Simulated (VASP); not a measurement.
# KMgF3 (Pm-3m) in VASP: vibrations by perturbation theory with PBEsol

Aim: the vibrations by perturbation theory of KMgF3 with PBEsol.

All numbers are computed with VASP 6.6.1; they aren't measurements. Logs are shortened: lines on timing, memory, paths and dates and some standing lists are left out, and cuts for length are marked.

### 1 The cell of the first run

Symmetry: Pm-3m, No. 221, cubic system. The conventional cell has a = 3.703 Å, b = 3.703 Å, c = 3.703 Å, α = 90.00°, β = 90.00°, γ = 90.00°. K (site symmetry m-3m) has 12 F at 2.62 Å and 8 Mg at 3.21 Å within 3.5 Å. Mg (site symmetry m-3m) has 6 F at 1.85 Å within 2.5 Å. Within 2.5 Å of F (site symmetry 4/mmm) lie 2 Mg at 1.85 Å.

### 2 Vibrations by perturbation theory, PBEsol

File INCAR:

```
PREC     = Accurate       # precision mode
ENCUT    = 520            # plane-wave cutoff, eV
EDIFF    = 1E-8           # SCF threshold, eV
ISMEAR   = 0              # smearing method
SIGMA    = 0.01           # smearing width, eV
LREAL    = False          # projectors in reciprocal space
LASPH    = True           # aspherical terms in the spheres
NELM     = 100            # most SCF steps
ALGO     = Normal         # electronic algorithm
ISIF     = 2              # what is computed and relaxed
LWAVE    = False          # write WAVECAR
LCHARG   = False          # write CHGCAR
GGA      = PS             # functional
NBANDS   = 24             # bands
IBRION   = 8              # ionic algorithm
NSW      = 1              # ionic steps
LEPSILON = True           # dielectric tensor by DFPT
```

File KPOINTS:

```
Automatic mesh
0
Gamma
  4 4 4
```

File POSCAR:

```
KMgF3
1.0
    3.7032807874      0.0000000000      0.0000000000
    0.0000000000      3.7032807874      0.0000000000
    0.0000000000      0.0000000000      3.7032807874
K Mg F
1 1 3
Direct
    0.5000000000      0.5000000000      0.5000000000
    0.0000000000      0.0000000000      0.0000000000
    0.5000000000      0.0000000000      0.0000000000
    0.0000000000      0.5000000000      0.0000000000
    0.0000000000      0.0000000000      0.5000000000
```

Potentials or basis: VASP PAW PBE potentials, release 64 (K_sv, Mg, F).

Launch:

```bash
$ cat potpaw_PBE.64/K_sv/POTCAR potpaw_PBE.64/Mg/POTCAR potpaw_PBE.64/F/POTCAR > POTCAR
$ mpirun -np 1 vasp_std > vasp.out
```

OUTCAR:

```text
PREC = Accurate
   ENCUT = 520
   EDIFF = 1E-8
   ISMEAR = 0
   LREAL = False
   LASPH = True
   NELM = 100
   ISIF = 2
   GGA = PS
   IBRION = 8
   NSW = 1
   LEPSILON = True

 ion  position               nearest neighbor table
   1  0.500  0.500  0.500-   3 2.62   4 2.62   5 2.62   3 2.62   4 2.62   3 2.62   5 2.62   3 2.62
                             4 2.62   5 2.62   4 2.62   5 2.62   2 3.21   2 3.21   2 3.21   2 3.21
   2  0.000  0.000  0.000-   3 1.85   4 1.85   5 1.85   5 1.85   4 1.85   3 1.85   1 3.21   1 3.21
                             1 3.21   1 3.21   1 3.21   1 3.21   1 3.21   1 3.21
   3  0.500  0.000  0.000-   2 1.85   2 1.85   1 2.62   1 2.62   1 2.62   1 2.62
   4  0.000  0.500  0.000-   2 1.85   2 1.85   1 2.62   1 2.62   1 2.62   1 2.62
   5  0.000  0.000  0.500-   2 1.85   2 1.85   1 2.62   1 2.62   1 2.62   1 2.62

  LATTYP: Found a simple cubic cell.
 ALAT       =     3.7032807874

  Lattice vectors:

 A1 = (   3.7032807874,   0.0000000000,   0.0000000000)
 A2 = (   0.0000000000,   3.7032807874,   0.0000000000)
 A3 = (   0.0000000000,   0.0000000000,   3.7032807874)

Analysis of symmetry for initial positions (statically):
=====================================================================
 Subroutine PRICEL returns:
 Original cell was already a primitive cell.

 Routine SETGRP: Setting up the symmetry group for a
 simple cubic supercell.

 Subroutine GETGRP returns: Found 48 space group operations
 (whereof 48 operations were pure point group operations)
 out of a pool of 48 trial point group operations.

The static configuration has the point symmetry O_h .

Analysis of symmetry for dynamics (positions and initial velocities):
=====================================================================
 Subroutine PRICEL returns:
 Original cell was already a primitive cell.

 Routine SETGRP: Setting up the symmetry group for a
 simple cubic supercell.

 Subroutine GETGRP returns: Found 48 space group operations
 (whereof 48 operations were pure point group operations)
 out of a pool of 48 trial point group operations.

The dynamic configuration has the point symmetry O_h .

 Subroutine INISYM returns: Found 48 space group operations
 (whereof 48 operations are pure point group operations),
 and found     1 'primitive' translations

----------------------------------------------------------------------------------------

                                     Primitive cell

  volume of cell :      50.7879

  direct lattice vectors                    reciprocal lattice vectors
     3.703280787  0.000000000  0.000000000     0.270030834  0.000000000  0.000000000
     0.000000000  3.703280787  0.000000000     0.000000000  0.270030834  0.000000000
     0.000000000  0.000000000  3.703280787     0.000000000  0.000000000  0.270030834

  length of vectors
     3.703280787  3.703280787  3.703280787     0.270030834  0.270030834  0.270030834

  position of ions in fractional coordinates (direct lattice)
     0.500000000  0.500000000  0.500000000
     0.000000000  0.000000000  0.000000000
     0.500000000  0.000000000  0.000000000
     0.000000000  0.500000000  0.000000000
     0.000000000  0.000000000  0.500000000

  ion indices of the primitive-cell ions
   primitive index   ion index
                 1           1
                 2           2
                 3           3
                 4           4
                 5           5

----------------------------------------------------------------------------------------

 KPOINTS: Automatic mesh
[... 438 lines left out ...]
     0.00015  0.00000  0.00000
     0.00000  0.00015 -0.00000
     0.00000 -0.00000 -0.00038

[... ionic steps 4 to 9 ...]

--------------------------------------- Ionic step       10  -------------------------------------------

------------------------ aborting loop because EDIFF is reached ----------------------------------------

--------------------------------------- Ionic step       11  -------------------------------------------

 Free energy of the ion-electron system (eV)
  ---------------------------------------------------
  ---------------------------------------------------
  free energy    TOTEN  =        -0.53339728 eV

  energy without entropy =       -0.53339728

------------------------ aborting loop because EDIFF is reached ----------------------------------------

 INTERNAL STRAIN TENSOR  FOR ION    3  DIRECTION 2   (eV/Angst):
 -----------------------------------------------------------------------------
    -0.00630  0.00000  0.00000
     0.00000  0.00312  0.00000
     0.00000  0.00000  0.00269

 MACROSCOPIC STATIC DIELECTRIC TENSOR (including local field effects in DFT)
 ------------------------------------------------------
           2.215209    -0.000000     0.000000
          -0.000000     2.215209     0.000000
          -0.000000    -0.000000     2.215209
 ------------------------------------------------------

 PIEZOELECTRIC TENSOR (including local field effects)  for field in x, y, z        (e  Angst)
          XX          YY          ZZ          XY          YZ          ZX
  --------------------------------------------------------------------------------
  x     0.00000     0.00000     0.00000     0.00000     0.00000     0.00000
  y     0.00000     0.00000     0.00000     0.00000     0.00000     0.00000
  z     0.00000     0.00000     0.00000     0.00000     0.00000     0.00000

 PIEZOELECTRIC TENSOR (including local field effects)  for field in x, y, z        (C/m^2)
          XX          YY          ZZ          XY          YZ          ZX
  --------------------------------------------------------------------------------
  x     0.00000     0.00000     0.00000     0.00000     0.00000     0.00000
  y     0.00000     0.00000     0.00000     0.00000     0.00000     0.00000
  z     0.00000     0.00000     0.00000     0.00000     0.00000     0.00000

 BORN EFFECTIVE CHARGES (including local field effects) (in |e|, cummulative output)
 ---------------------------------------------------------------------------------
 ion    1
    1     1.21789    -0.00000     0.00000
    2     0.00000     1.21789     0.00000
    3    -0.00000     0.00000     1.21789
 ion    2
    1     1.93371     0.00000     0.00000
    2    -0.00000     1.93371     0.00000
    3     0.00000     0.00000     1.93371
 ion    3
    1    -1.15546     0.00000    -0.00000
    2    -0.00000    -0.99807     0.00000
    3     0.00000     0.00000    -0.99807
 ion    4
    1    -0.99807     0.00000     0.00000
    2     0.00000    -1.15546     0.00000
    3    -0.00000    -0.00000    -0.99807
 ion    5
    1    -0.99807     0.00000    -0.00000
    2     0.00000    -0.99807    -0.00000
    3     0.00000    -0.00000    -1.15546

 INTERNAL STRAIN TENSOR FOR ION    5 for displacements in x,y,z  (eV/Angst):
          X           Y           Z          XY          YZ          ZX
  --------------------------------------------------------------------------------
  x     0.00000     0.00000     0.00000     0.00000     0.00000     0.00000
  y     0.00000     0.00000     0.00000     0.00000     0.00000     0.00000
  z     0.00000     0.00000     0.00000     0.00000     0.00000     0.00000

 SECOND DERIVATIVES (NOT SYMMETRIZED)
 ------------------------------------
               1X          1Y          1Z          2X          2Y          2Z          3X          3Y          3Z          4X          4Y          4Z          5X          5Y          5Z
  1X    -5.580877    0.000000    0.000000    1.792925   -0.000000    0.000000    0.291164   -0.000000    0.000000    1.748394    0.000000    0.000000    1.748394   -0.000000    0.000000
  1Y     0.000000   -5.580877    0.000000   -0.000000    1.792925    0.000000    0.000000    1.748394    0.000000    0.000000    0.291164   -0.000000   -0.000000    1.748394    0.000000
  1Z     0.000000    0.000000   -5.580877   -0.000000   -0.000000    1.792925   -0.000000   -0.000000    1.748394   -0.000000   -0.000000    1.748394    0.000000    0.000000    0.291164
  2X     1.794820    0.000000   -0.000000  -20.571219   -0.000000    0.000000   19.065812   -0.000000    0.000000   -0.144707    0.000000    0.000000   -0.144707   -0.000000   -0.000000
  2Y     0.000000    1.794820   -0.000000   -0.000000  -20.571219    0.000000    0.000000   -0.144707    0.000000    0.000000   19.065812   -0.000000   -0.000000   -0.144707   -0.000000
  2Z    -0.000000    0.000000    1.794820   -0.000000   -0.000000  -20.571219    0.000000   -0.000000   -0.144707   -0.000000    0.000000   -0.144707   -0.000000   -0.000000   19.065812
  3X     0.289086    0.000000   -0.000000   19.062883    0.000000    0.000000  -25.375081    0.000000   -0.000000    3.011556    0.000000    0.000000    3.011556    0.000000   -0.000000
  3Y     0.000000    1.748602    0.000000    0.000000   -0.145619    0.000000    0.000000   -4.123586    0.000000    0.000000    3.017682    0.000000    0.000000   -0.497078    0.000000
  3Z     0.000000    0.000000    1.748602    0.000000    0.000000   -0.145619    0.000000    0.000000   -4.123586    0.000000    0.000000   -0.497078    0.000000    0.000000    3.017682
  4X     1.748602    0.000000    0.000000   -0.145619    0.000000    0.000000    3.017682    0.000000    0.000000   -4.123586    0.000000    0.000000   -0.497078    0.000000    0.000000
  4Y     0.000000    0.289086    0.000000    0.000000   19.062883   -0.000000    0.000000    3.011556   -0.000000    0.000000  -25.375081   -0.000000    0.000000    3.011556    0.000000
  4Z     0.000000    0.000000    1.748602    0.000000    0.000000   -0.145619    0.000000    0.000000   -0.497078    0.000000    0.000000   -4.123586    0.000000    0.000000    3.017682
  5X     1.748602    0.000000    0.000000   -0.145619    0.000000    0.000000    3.017682    0.000000    0.000000   -0.497078    0.000000    0.000000   -4.123586    0.000000    0.000000
  5Y     0.000000    1.748602    0.000000    0.000000   -0.145619    0.000000    0.000000   -0.497078    0.000000    0.000000    3.017682    0.000000    0.000000   -4.123586    0.000000
  5Z    -0.000000   -0.000000    0.289086    0.000000    0.000000   19.062883   -0.000000    0.000000    3.011556    0.000000   -0.000000    3.011556   -0.000000   -0.000000  -25.375081

 Eigenvectors and eigenvalues of the dynamical matrix
 ----------------------------------------------------

   1 f  =   22.280130 THz   139.990186 2PiTHz  743.185144 cm-1    92.143173 meV
             X         Y         Z           dx          dy          dz
      1.851640  1.851640  1.851640     0.018894    0.000903    0.000000
      0.000000  0.000000  0.000000    -0.596511   -0.028503   -0.000000
      1.851640  0.000000  0.000000     0.794204   -0.003508   -0.000000
      0.000000  1.851640  0.000000    -0.073420    0.037949    0.000000
      0.000000  0.000000  1.851640    -0.073420   -0.003508    0.000000
[... 105 lines left out ...]
  15 f/i=    0.003134 THz     0.019690 2PiTHz    0.104530 cm-1     0.012960 meV
             X         Y         Z           dx          dy          dz
      1.851640  1.851640  1.851640    -0.027354   -0.569160   -0.001823
      0.000000  0.000000  0.000000    -0.021574   -0.448901   -0.001438
      1.851640  0.000000  0.000000    -0.019078   -0.396646   -0.001270
      0.000000  1.851640  0.000000    -0.019063   -0.396956   -0.001270
      0.000000  0.000000  1.851640    -0.019063   -0.396646   -0.001271

--------------------------------------------------------------------------------------------------------

 MACROSCOPIC STATIC DIELECTRIC TENSOR IONIC CONTRIBUTION
 ------------------------------------------------------
           2.565836    -0.000000     0.000000
          -0.000000     2.565836    -0.000000
           0.000000    -0.000000     2.565836
 ------------------------------------------------------

 ELASTIC MODULI CONTR FROM IONIC RELAXATION (kBar)
 Direction    XX          YY          ZZ          XY          YZ          ZX
 --------------------------------------------------------------------------------
 XX           0.0000      0.0000      0.0000      0.0000      0.0000      0.0000
 YY           0.0000      0.0000      0.0000      0.0000      0.0000      0.0000
 ZZ           0.0000      0.0000      0.0000      0.0000      0.0000      0.0000
 XY           0.0000      0.0000      0.0000      0.0000      0.0000      0.0000
 YZ           0.0000      0.0000      0.0000      0.0000      0.0000      0.0000
 ZX           0.0000      0.0000      0.0000      0.0000      0.0000      0.0000
 --------------------------------------------------------------------------------

 PIEZOELECTRIC TENSOR IONIC CONTR  for field in x, y, z        (C/m^2)
          XX          YY          ZZ          XY          YZ          ZX
  --------------------------------------------------------------------------------
  x     0.00000     0.00000     0.00000     0.00000     0.00000     0.00000
  y     0.00000     0.00000     0.00000     0.00000     0.00000     0.00000
  z     0.00000     0.00000     0.00000     0.00000     0.00000     0.00000
```

It took 8.9 min on 1 thread of Intel Xeon 8259CL, shared host; peak memory 0.25 GiB.

Results:

- Electronic dielectric tensor (diagonal): 2.22
- Born charges (mean of the diagonal): K +1.22; Mg +1.93; F -1.05 e
- Highest phonon frequency at Γ, LO-TO splitting left out: 743 cm⁻¹

Phonon frequencies in cm⁻¹ (negative: imaginary):
```csv
q point,frequencies
"(0.000, 0.000, 0.000)",0 0 0 228 228 228 234 234 234 302 302 302 743 743 743
```

Electronic dielectric tensor:
```
2.22 0.00 0.00
0.00 2.22 0.00
0.00 0.00 2.22
```

Born effective charge tensors (e):
atom 1, K
```
1.22 0.00 0.00
0.00 1.22 0.00
0.00 0.00 1.22
```
atom 2, Mg
```
1.93 0.00 0.00
0.00 1.93 0.00
0.00 0.00 1.93
```
atom 3, F
```
-1.16  0.00  0.00
 0.00 -1.00  0.00
 0.00  0.00 -1.00
```
atom 4, F
```
-1.00  0.00  0.00
 0.00 -1.16  0.00
 0.00  0.00 -1.00
```
atom 5, F
```
-1.00  0.00  0.00
 0.00 -1.00  0.00
 0.00  0.00 -1.16
```

Caveat: the k points lie up to 0.42 Å⁻¹ apart; the cell stands under pressure or tension, which shifts response properties.
